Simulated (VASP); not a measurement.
# Ni (Fm-3m) in VASP: a series of runs, part 2 of 2

VASP 6.6.1. Earlier steps stand in the parts before.

### Step 4. Single point, PBE, collinear spin, ferromagnetic start

INCAR

```
PREC     = Accurate       # precision mode
ENCUT    = 520            # plane-wave cutoff, eV
EDIFF    = 1E-7           # SCF threshold, eV
ISMEAR   = -1             # smearing method
SIGMA    = 0.1            # smearing width, eV
LREAL    = False          # projectors in reciprocal space
LASPH    = True           # aspherical terms in the spheres
NELM     = 150            # most SCF steps
ALGO     = Normal         # electronic algorithm
ISIF     = 2              # what is computed and relaxed
LWAVE    = False          # write WAVECAR
LCHARG   = False          # write CHGCAR
ISPIN    = 2              # spin polarisation
MAGMOM   = 0.49           # initial moments
LORBIT   = 11             # projections on sites
NUPDOWN  = 0.49           # fixed moment
LMAXMIX  = 4              # l up to which the mixer works
GGA      = PE             # functional
NBANDS   = 15             # bands
```

KPOINTS

```
Automatic mesh
0
Gamma
  12 12 12
```

POSCAR

```
Ni
1.0
    0.0000000000      1.7855000000      1.7855000000
    1.7855000000      0.0000000000      1.7855000000
    1.7855000000      1.7855000000      0.0000000000
Ni
1
Direct
    0.0000000000      0.0000000000      0.0000000000
```

Potentials or basis: VASP PAW PBE potentials, release 64 (Ni).

Command:

```
> cat potpaw_PBE.64/Ni/POTCAR > POTCAR
> mpirun -np 1 vasp_std > vasp.out
```

OUTCAR:

```text
PREC = Accurate
   ENCUT = 520
   EDIFF = 1E-7
   ISMEAR = -1
   LREAL = False
   LASPH = True
   NELM = 150
   ISIF = 2
   ISPIN = 2
   LORBIT = 11
   NUPDOWN = 0.49
   GGA = PE

 ion  position               nearest neighbor table
   1  0.000  0.000  0.000-

  LATTYP: Found a face centered cubic cell.
 ALAT       =     3.5710000000

  Lattice vectors:

 A1 = (   0.0000000000,   1.7855000000,   1.7855000000)
 A2 = (   1.7855000000,   0.0000000000,   1.7855000000)
 A3 = (   1.7855000000,   1.7855000000,   0.0000000000)

Analysis of symmetry for initial positions (statically):
=====================================================================
 Subroutine PRICEL returns:
 Original cell was already a primitive cell.

 Routine SETGRP: Setting up the symmetry group for a
 face centered cubic supercell.

 Subroutine GETGRP returns: Found 48 space group operations
 (whereof 48 operations were pure point group operations)
 out of a pool of 48 trial point group operations.

The static configuration has the point symmetry O_h .

Analysis of symmetry for dynamics (positions and initial velocities):
=====================================================================
 Subroutine PRICEL returns:
 Original cell was already a primitive cell.

 Routine SETGRP: Setting up the symmetry group for a
 face centered cubic supercell.

 Subroutine GETGRP returns: Found 48 space group operations
 (whereof 48 operations were pure point group operations)
 out of a pool of 48 trial point group operations.

The dynamic configuration has the point symmetry O_h .

Analysis of structural, dynamic, and magnetic symmetry:
=====================================================================
 Subroutine PRICEL returns:
 Original cell was already a primitive cell.

 Routine SETGRP: Setting up the symmetry group for a
 face centered cubic supercell.

 Subroutine GETGRP returns: Found 48 space group operations
 (whereof 48 operations were pure point group operations)
 out of a pool of 48 trial point group operations.

The overall configuration has the point symmetry O_h .

 Subroutine INISYM returns: Found 48 space group operations
 (whereof 48 operations are pure point group operations),
 and found     1 'primitive' translations

----------------------------------------------------------------------------------------

                                     Primitive cell

  volume of cell :      11.3844

  direct lattice vectors                    reciprocal lattice vectors
     0.000000000  1.785500000  1.785500000    -0.280033604  0.280033604  0.280033604
     1.785500000  0.000000000  1.785500000     0.280033604 -0.280033604  0.280033604
     1.785500000  1.785500000  0.000000000     0.280033604  0.280033604 -0.280033604

  length of vectors
     2.525078316  2.525078316  2.525078316     0.485032430  0.485032430  0.485032430

  position of ions in fractional coordinates (direct lattice)
     0.000000000  0.000000000  0.000000000

  ion indices of the primitive-cell ions
   primitive index   ion index
                 1           1

----------------------------------------------------------------------------------------

 KPOINTS: Automatic mesh

Automatic generation of k-mesh.
 Grid dimensions read from file:
 generate k-points for:   12   12   12

 Generating k-lattice:

[... 66 lines left out ...]
   NFREE  =      0    steps in history (QN), initial steepest desc. (CG)
   ISIF   =      2    stress and relaxation
   ISYM   =      2    0-nonsym 1-usesym 2-fastsym
   POTIM  = 0.5000    time-step for ionic-motion
   TEBEG  =    0.0;   TEEND  =   0.0 temperature during run
   PSTRESS=    0.0 pullay stress
   NELECT =      10.0000    total number of electrons
   NUPDOWN=       0.4900    fix difference up-down
   EMIN   =  10.00;   EMAX   =-10.00  energy-range for DOS
   EFERMI =   0.00;   METHOD = LEGACY
   ISMEAR =    -1;   SIGMA  =   0.10  broadening in eV -4-tet -1-fermi 0-gaus
   EFERMI_NEDOS =   21; number of points for ismear=-14 and -15
   IALGO  =     38    algorithm
   IMIX   =      4    mixing-type and parameters
     AMIX     =   0.40;   BMIX     =  1.00
     AMIX_MAG =   1.60;   BMIX_MAG =  1.00
  volume/ion in A,a.u.               =      11.38        76.83
  Fermi-wavevector in a.u.,A,eV,Ry     =   1.567852  2.962810 33.445282  2.458159
  Thomas-Fermi vector in A             =   2.669970
   LORBIT       =     11    0 simple, 1 ext, 2 COOP (PROOUT), +10 PAW based schemes
   GGA     = PE    functional components
   LHFCALC =     F    Hartree Fock is set to
   AEXX    =    0.0000 exact exchange contribution
   IVDW    =     0    specifies the selected vdW correction
   LEPSILON=     F    determine dielectric tensor
   LRPA    =     F    only Hartree local field effects (RPA)
 spin polarized calculation
  energy-cutoff  :      520.00
  volume of cell :       11.38
 maximum number of plane-waves:       331
   NGX =  9   NGY =  9   NGZ =  9

 number of electron      10.0000000 magnetization       0.4900000

 number of electron       9.9999999 magnetization       0.4900000

 Free energy of the ion-electron system (eV)
  ---------------------------------------------------
  ext. energy  EPLUGINS =         0.00000000
  ---------------------------------------------------
  free energy    TOTEN  =        -5.47987190 eV

  energy without entropy =       -5.41560149  energy(sigma->0) =       -5.44773670

 E-fermi :   8.7231     XC(G=0): -12.9883

 val. band max:        8.7184573847   @ k =  -0.4167   0.1667   0.0000
 cond. band min:       8.6439638757   @ k =   0.4167   0.1667   0.0833
 fundamental gap:     -0.0744935090
 Fermi energy:         8.5857766315

 spin component 1

 k-point     1 :       0.0000    0.0000    0.0000
  band No.  band energies     occupation
      1       0.0561      1.00000
      2       6.5262      1.00000
      3       6.5262      1.00000
      4       6.5262      1.00000
      5       7.6126      0.99994
      6       7.6126      0.99994
      7      32.0812      0.00000
      8      35.6012      0.00000
      9      35.6012      0.00000
     10      35.6012      0.00000
     11      38.4235      0.00000
     12      38.4235      0.00000
     13      38.4235      0.00000
     14      41.4533      0.00000
[... 403 lines left out ...]
      4       6.8865      1.00000
      5       8.1105      0.99144
      6      10.9011      0.00000
      7      14.6521      0.00000
      8      25.0210      0.00000
      9      29.6216      0.00000
     10      30.9050      0.00000
     11      39.7916      0.00000
     12      40.3270      0.00000
     13      46.9683      0.00000
     14      49.6585      0.00000
     15      50.7902      0.00000

 [... further k-points ...]

 spin component 2

 k-point     1 :       0.0000    0.0000    0.0000
  band No.  band energies     occupation
      1       0.0092      1.00000
      2       7.1230      1.00000
      3       7.1230      1.00000
      4       7.1230      1.00000
      5       8.0780      0.99842
      6       8.0780      0.99842
      7      31.9232      0.00000
      8      35.5753      0.00000
      9      35.5753      0.00000
     10      35.5753      0.00000
     11      38.4831      0.00000
     12      38.4831      0.00000
     13      38.4831      0.00000
     14      41.3305      0.00000
[... 403 lines left out ...]
      4       7.3743      1.00000
      5       8.7185      0.51153
      6      11.1332      0.00000
      7      14.9173      0.00000
      8      25.0598      0.00000
      9      29.6637      0.00000
     10      30.8836      0.00000
     11      39.8044      0.00000
     12      40.2839      0.00000
     13      47.0167      0.00000
     14      49.7193      0.00000
     15      50.8355      0.00000

 [... further k-points ...]
[... 5 lines left out ...]
  --------------------------------------------------------------------------------------
  -------------------------------------------------------------------------------------
  Total       -0.5661954     -0.5661954     -0.5661954     -0.0000000      0.0000000     -0.0000000
  in kB      -79.6833097    -79.6833097    -79.6833097     -0.0000000      0.0000000     -0.0000000
  external PRESSURE =     -79.6833097 kB  Pullay stress =       0.0000000 kB

 VOLUME and BASIS-vectors are now :
 -----------------------------------------------------------------------------
  energy-cutoff  :      520.00
  volume of cell :       11.38
      direct lattice vectors                 reciprocal lattice vectors
     0.000000000  1.785500000  1.785500000    -0.280033604  0.280033604  0.280033604
     1.785500000  0.000000000  1.785500000     0.280033604 -0.280033604  0.280033604
     1.785500000  1.785500000  0.000000000     0.280033604  0.280033604 -0.280033604

 POSITION                                       TOTAL-FORCE (eV/Angst)
 -----------------------------------------------------------------------------------
      0.00000      0.00000      0.00000         0.000000      0.000000      0.000000
 -----------------------------------------------------------------------------------
    total drift:                               -0.000000     -0.000000     -0.000000

  FREE ENERGIE OF THE ION-ELECTRON SYSTEM (eV)
  ---------------------------------------------------
  free  energy   TOTEN  =        -5.4798719011 eV

  energy  without entropy=       -5.4156014900  energy(sigma->0) =       -5.44773670

 total charge

# of ion       s       p       d       tot
------------------------------------------
    1        0.476   0.456   8.302   9.235

 magnetization (x)

# of ion       s       p       d       tot
------------------------------------------
    1       -0.008  -0.023   0.537   0.506
```

Run time: 30 s. Hardware: 1 thread of AMD EPYC 9R14 (Zen 4), shared host; peak memory 0.11 GiB.

What came out:

* Free energy: -5.4799 eV
* Pressure: -8.0 GPa
* Net moment: 0.49 μB per cell
* Site moments: Ni +0.51 μB
* Valence electrons inside the program's atomic spheres: Ni 9.23

Caveat: the total moment is fixed, so each spin has its own Fermi level.

### Step 5. Single point, PBE, collinear spin, ferromagnetic start

INCAR

```
SYSTEM = Ni
PREC = Accurate
ENCUT = 520
EDIFF = 1E-7
ISMEAR = -1
SIGMA = 0.1
LREAL = .False.
LASPH = .True.
NELM = 150
ALGO = Normal
ISIF = 2
LWAVE = .False.
LCHARG = .False.
ISPIN = 2
MAGMOM = 0.98
LORBIT = 11
NUPDOWN = 0.98
LMAXMIX = 4
GGA = PE
NBANDS = 15
```

KPOINTS

```
Automatic mesh
0
Gamma
  12 12 12
  0 0 0
```

POSCAR is that of step 4.

Command:

```
> cat potpaw_PBE.64/Ni/POTCAR > POTCAR
> mpirun -np 1 vasp_std > vasp.out
```

Run time: 28 s. Hardware: 1 thread of AMD EPYC 9R14 (Zen 4), shared host; peak memory 0.11 GiB.

Results (log left out):

```
Free energy                                           : -5.4039 eV
Pressure                                              : -4.8 GPa
Net moment                                            : 0.98 μB per cell
Site moments                                          : Ni +0.98 μB
Valence electrons inside the program's atomic spheres : Ni 9.22
```

Caveat: the total moment is fixed, so each spin has its own Fermi level.

### Step 6. Single point, PBE, collinear spin, ferromagnetic start

INCAR

```
SYSTEM = Ni
PREC = Accurate
ENCUT = 520
EDIFF = 1E-6
ISMEAR = -1
SIGMA = 0.1
LREAL = .FALSE.
LASPH = .TRUE.
NELM = 150
ALGO = Normal
ISIF = 2
LWAVE = .FALSE.
LCHARG = .FALSE.
ISPIN = 2
MAGMOM = 1.47
LORBIT = 11
NUPDOWN = 1.47
LMAXMIX = 4
GGA = PE
NBANDS = 15
```

KPOINTS

```
regular mesh
0
G
  12 12 12
  0 0 0
```

POSCAR is that of step 5.

Potentials or basis: VASP PAW PBE potentials, release 64 (Ni).

Command:

```
> cat potpaw_PBE.64/Ni/POTCAR > POTCAR
> mpirun -np 1 vasp_std > vasp.out
```

Wall time 26 s (1 thread of AMD EPYC 9R14 (Zen 4), shared host); peak memory 0.1 GiB.

It converged, with:

```
Free energy                                           : -4.9388 eV
Pressure                                              : 2.4 GPa
Net moment                                            : 1.47 μB per cell
Site moments                                          : Ni +1.41 μB
Valence electrons inside the program's atomic spheres : Ni 9.19
```

Caveat: the total moment is fixed, so each spin has its own Fermi level.

### Step 7. Summary

| spin | fixed moment (μB) | pressure (GPa) | moment (μB) |
| --- | --- | --- | --- |
| collinear, zero start | 0.0 | -8.4 | 0.00 |
| collinear, ferromagnetic start | - | -7.3 | 0.65 |
| collinear, ferromagnetic start | 0.49 | -8.0 | 0.49 |
| collinear, ferromagnetic start | 0.98 | -4.8 | 0.98 |
| collinear, ferromagnetic start | 1.47 | 2.4 | 1.47 |

Alike in all rows: task single point; level PBE; potentials or basis VASP PAW PBE potentials, release 64 (Ni); cell as given; k mesh 12 × 12 × 12; cutoff (eV) 520; smearing fermi-dirac 0.1 eV.

Caveats: the total moment is fixed, so each spin has its own Fermi level (some runs).

Absolute energies hang on the potentials; compare differences alone.
